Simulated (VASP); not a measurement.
A run of VASP 6.6.1 is set up as follows.

The input POSCAR:

```
B
1.0
   -1.1772789858      1.1772789858      1.1772789858
    1.1772789858     -1.1772789858      1.1772789858
    1.1772789858      1.1772789858     -1.1772789858
B
1
Direct
    0.0000000000      0.0000000000      0.0000000000
```

Contents of INCAR.step1:

```
PREC = Accurate ; ENCUT = 520
ISMEAR = -1 ; SIGMA = 0.1
LREAL = F ; LASPH = T
NELM = 80 ; NBANDS = 8
GGA = PE ; ALGO = Normal
EDIFF = 1E-4 ; LWAVE = T
LCHARG = F
```

The input INCAR.step2:

```
PREC = Accurate ; ENCUT = 520
EDIFF = 1E-6 ; ISMEAR = -1
SIGMA = 0.1 ; LREAL = F
LASPH = T ; NELM = 80
ALGO = Normal ; ISIF = 2
LWAVE = F ; LCHARG = F
METAGGA = R2SCAN ; LMIXTAU = T
NBANDS = 8 ; ISTART = 1
```

The input KPOINTS:

```
Automatic mesh
0
Gamma
  21 21 21
```

Potentials or basis: VASP PAW PBE potentials, release 64 (B).

Command:

```console
$ cat potpaw_PBE.64/B/POTCAR > POTCAR
$ cp INCAR.step1 INCAR
$ mpirun -np 1 vasp_std > vasp.out
$ cp INCAR.step2 INCAR
$ mpirun -np 1 vasp_std > vasp.out
```

Problem. Estimate the pressure.

Solution. -15.5 GPa.

Caveat: the PAW data sets were made with another functional, which shifts forces and pressure a little.
